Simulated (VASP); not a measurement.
Here is a VASP 6.6.1 calculation.

INCAR

```
SYSTEM = Mg3O
PREC = Accurate ; ENCUT = 520
EDIFF = 1E-6 ; ISMEAR = 0
SIGMA = 0.1 ; LREAL = .FALSE.
LASPH = .TRUE. ; NELM = 100
ALGO = Normal ; ISIF = 2
LWAVE = .FALSE. ; LCHARG = .FALSE.
GGA = PE ; NBANDS = 14
```

The input KPOINTS:

```
regular mesh
0
G
  12 12 12
  0 0 0
```

File POSCAR:

```
Mg3O
1.0
    4.1206825690      0.0000000000      0.0000000000
    0.0000000000      4.1206825690      0.0000000000
    0.0000000000      0.0000000000      4.1206825690
Mg O
3 1
Direct
    0.0000000000      0.5000000000      0.5000000000
    0.5000000000      0.0000000000      0.5000000000
    0.5000000000      0.5000000000      0.0000000000
    0.0000000000      0.0000000000      0.0000000000
```

Potentials or basis: VASP PAW PBE potentials, release 64 (Mg, O).

Command:

```bash
$ cat potpaw_PBE.64/Mg/POTCAR potpaw_PBE.64/O/POTCAR > POTCAR
$ mpirun -np 1 vasp_std > vasp.out
```

(1) Predict the band gap on the k mesh.

(2) Predict the pressure.

Answers

(1) zero (band 6 reaches 5.49 eV, above the bottom of band 7 at 2.58 eV).

(2) -0.1 GPa.
